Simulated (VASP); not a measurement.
The system is MnCd2.

```
CELL_PARAMETERS angstrom
0.00000 3.09792 3.09792
3.09792 0.00000 3.09792
3.09792 3.09792 0.00000
ATOMIC_POSITIONS crystal
Mn 0.00000 0.00000 0.00000
Cd 0.25000 0.25000 0.25000
Cd 0.75000 0.75000 0.75000
```

```yaml
Program: VASP 6.6.1
Task: relaxation of cell and atoms
Functional: PBE
Potentials_or_basis: VASP PAW PBE potentials, release 64 (Mn_pv, Cd)
Cutoff: 600 eV
k_mesh: 6 × 6 × 6
Occupations: gaussian, width 0.1 eV
Spin: collinear spin, ferromagnetic start
Starting_moments: "[3.85, 0.0, 0.0] μB"
```

At the start: pressure 9.2 GPa; volume 19.82 Å³/atom.

Q: Where does the relaxation end?

A: Over 3 steps the energy falls by 74.9 meV/atom and the volume is 22.79 Å³/atom (+15.0 %); space group Fm-3m (No. 225, to 0.1 Å) before and after; moment 3.78 μB per cell.

Step by step:
```csv
step,energy change (eV),largest force (eV/Å),pressure (GPa),volume (Å³)
1,0.0000,0.0000,9.17,59.46
2,-0.2210,0.0000,-0.86,69.77
3,-0.2248,0.0000,0.05,68.37
```

Final structure:
```xyz
3
Lattice="0.0000 3.2455 3.2455 3.2455 0.0000 3.2455 3.2455 3.2455 0.0000" Properties=species:S:1:pos:R:3 pbc="T T T"
Mn    0.0000    0.0000    0.0000
Cd    1.6228    1.6228    1.6228
Cd    4.8683    4.8683    4.8683
```
